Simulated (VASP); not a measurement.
The system is TaRu.

```
Ta Ru
1.0
     3.18700    0.00000    0.00000
     0.00000    3.18700    0.00000
     0.00000    0.00000    3.18700
Ta Ru
1 1
Direct
  0.50000 0.50000 0.50000
  0.00000 0.00000 0.00000
```

| Item | Value |
| --- | --- |
| Program | VASP 6.6.1 |
| Task | relaxation of cell and atoms |
| Functional | LDA |
| Potentials or basis | VASP PAW LDA potentials, release 64 (Ta_pv, Ru_pv) |
| Cutoff | 600 eV |
| k mesh | 6 × 6 × 6 |
| Occupations | gaussian, width 0.1 eV |
| Spin | no spin polarisation |

At the start: pressure -15.4 GPa; volume 16.19 Å³/atom.

Problem. Where does the relaxation end?

Solution. Over 4 steps the energy falls by 48.4 meV/atom and the volume is 15.25 Å³/atom (-5.8 %); space group Pm-3m (No. 221, to 0.05 Å).

Step by step:
```tsv
step	energy change (eV)	largest force (eV/Å)	pressure (GPa)	volume (Å³)
1	0.0000	0.0000	-15.36	32.37
2	0.8452	0.0000	72.78	25.63
3	-0.0962	0.0000	-1.19	30.59
4	-0.0967	0.0000	-0.30	30.49
```

Final structure:
```
CELL_PARAMETERS angstrom
3.12420 0.00000 0.00000
0.00000 3.12420 0.00000
0.00000 0.00000 3.12420
ATOMIC_POSITIONS crystal
Ta 0.50000 0.50000 0.50000
Ru 0.00000 0.00000 0.00000
```
